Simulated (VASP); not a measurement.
In3Se: relaxation of cell and atoms with PBEsol

The system is In3Se.

```xyz
4
Lattice="4.6684 0.0000 0.0000 0.0000 4.6684 0.0000 0.0000 0.0000 4.6684" Properties=species:S:1:pos:R:3 pbc="T T T"
In    0.0000    2.3342    2.3342
In    2.3342    0.0000    2.3342
In    2.3342    2.3342    0.0000
Se    0.0000    0.0000    0.0000
```

```json
{"Program": "VASP 6.6.1", "Task": "relaxation of cell and atoms", "Functional": "PBEsol", "Potentials or basis": "VASP PAW PBE potentials, release 64 (In_d, Se)", "Cutoff": "600 eV", "k mesh": "10 × 10 × 10", "Occupations": "gaussian, width 0.1 eV", "Spin": "no spin polarisation", "Dipole correction": "no", "Further INCAR settings": "ALGO = Normal; EDIFF = 1e-07; IBRION = 2; EDIFFG = -0.005; NSW = 100; ISIF = 3"}
```

* Pressure after relaxing: 0.0 GPa
* Band gap on the k mesh: zero (an odd number of electrons rules out a gap without spin polarisation)

Final structure:
```
In Se
1.0
     4.66842    0.00000    0.00000
     0.00000    4.66842    0.00000
     0.00000    0.00000    4.66842
In Se
3 1
Direct
  0.00000 0.50000 0.50000
  0.50000 0.00000 0.50000
  0.50000 0.50000 0.00000
  0.00000 0.00000 0.00000
```

Levels at points of the mesh, in eV from the Fermi level:
```
           k point  band 18  band 19  band 20  band 21  band 22  band 23  band 24  band 25  band 26  band 27
(0.00, 0.00, 0.00)    -3.58    -3.58    -3.58    -2.06    -2.06     1.23     1.23     1.23     4.42     4.42
(0.50, 0.00, 0.00)    -5.03    -2.66    -2.66    -1.37    -1.06    -0.19    -0.19     1.29     4.05     4.06
(0.50, 0.50, 0.00)    -6.24    -5.97    -2.09    -0.96    -0.54    -0.54     1.62     1.78     1.78     2.00
(0.50, 0.50, 0.50)    -4.58    -4.58    -4.37    -4.37    -4.37    -3.49     3.32     3.32     3.32     8.49
```

It took 3 min on 1 thread of Intel(R) Xeon(R) Platinum 8488C (Sapphire Rapids) (shared host), peak memory 0.34 GiB.

Caveat: the relaxation stopped at its first step, so nothing moved; the PAW data sets were made with another functional, which shifts forces and pressure a little; spin-orbit coupling is left out, which moves the levels of the heavy elements.
